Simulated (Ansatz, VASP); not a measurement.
**HCN in VASP and in Ansatz**

File POSCAR:

```
HCN
1.0
   -2.3160580000      2.3160580000      2.1599010000
    2.3160580000     -2.3160580000      2.1599010000
    2.3160580000      2.3160580000     -2.1599010000
N C H
1 1 1
Direct
    0.2719290000      0.2719290000      0.0000000000
    0.0036740000      0.0036740000      0.0000000000
    0.7520970000      0.7520970000      0.0000000000
```

File INCAR.step1:

```
PREC     = Accurate       # precision mode
ENCUT    = 520            # plane-wave cutoff, eV
EDIFF    = 1E-5           # SCF threshold, eV
ISMEAR   = -1             # smearing method
SIGMA    = 0.05           # smearing width, eV
LREAL    = False          # projectors in reciprocal space
LASPH    = True           # aspherical terms in the spheres
NELM     = 60             # most SCF steps
ALGO     = Normal         # electronic algorithm
ISIF     = 2              # what is computed and relaxed
LWAVE    = True           # write WAVECAR
NBANDS   = 12             # bands
GGA      = PE             # functional
```

Contents of INCAR.step2:

```
PREC     = Accurate       # precision mode
ENCUT    = 520            # plane-wave cutoff, eV
EDIFF    = 1E-6           # SCF threshold, eV
ISMEAR   = -1             # smearing method
SIGMA    = 0.05           # smearing width, eV
LREAL    = False          # projectors in reciprocal space
LASPH    = True           # aspherical terms in the spheres
NELM     = 60             # most SCF steps
ALGO     = Normal         # electronic algorithm
ISIF     = 2              # what is computed and relaxed
LWAVE    = False          # write WAVECAR
LCHARG   = True           # write CHGCAR
GGA      = PE             # functional
LHFCALC  = True           # exact exchange
AEXX     = 0.35           # exact-exchange fraction
PRECFOCK = Normal       
LELF     = True           # ELF
LVHAR    = True         
NBANDS   = 12             # bands
ISTART   = 1
```

KPOINTS

```
Automatic mesh
0
Gamma
  5 5 5
```

The input input.yaml:

```yaml
crystal:
  lattice:
    - [-2.316058, 2.316058, 2.159901]
    - [2.316058, -2.316058, 2.159901]
    - [2.316058, 2.316058, -2.159901]
  atoms:
    - { symbol: "N", position: [0.271929, 0.271929, 0.0] }
    - { symbol: C, position: [0.003674, 0.003674, 0.0] }
    - { symbol: H, position: [0.752097, 0.752097, 0.0] }
hamiltonian:
  xc: { exchange: pbe, correlation: pbe, exx: { coeff: 0.35 } }
  pseudopotentials: { kind: paw }
kpoints:
  mp_grid: { grid: [5, 5, 5] }
scf:
  occupations: { method: fermi_dirac, width: 0.05 }
output:
  forces: true
  stress: true
  eigenvalues: true
```

Alike in both runs: task single point; functional PBE-based global hybrid; k mesh 5 × 5 × 5; occupations fermi-dirac, width 0.05 eV; no spin polarisation.

|  | VASP | Ansatz |
| --- | --- | --- |
| version | VASP 6.6.1 | Ansatz 0.2.0 |
| potentials or method | VASP PAW PBE potentials, release 64 (N, C, H) | Ansatz PAW |
| plane-wave cutoff (eV) | 520 | 420 |
| valence electrons in the cell | 10 | 10 |

VASP gave:

```
gap on the k mesh at the Fermi level (eV)                     : 10.18
least direct gap on the mesh (eV)                             : 10.55
pressure (GPa)                                                : -2.8
traceless stress, the component that is largest in VASP (GPa) : -5.66
rms of the force components (eV/Å)                            : 0.773
```

Estimate Ansatz's values.

gap on the k mesh at the Fermi level (eV): 10.15; least direct gap on the mesh (eV): 10.53; pressure (GPa): -3.4; traceless stress, the component that is largest in VASP (GPa): -7.25; rms of the force components (eV/Å): 1.065.

VASP's potentials were made for PBE, not for PBE-based global hybrid. Atom by atom the forces differ by 0.294 eV/Å (rms over components). With one functional, cell and mesh, what is left measures potentials, basis and numerics.

Noted on VASP's run: the standard files for N, O and F lose accuracy on very short bonds. Noted on Ansatz's run: odd divisions of the mesh miss points on the zone boundary, where band edges often lie, so the gap on the mesh can be too wide.
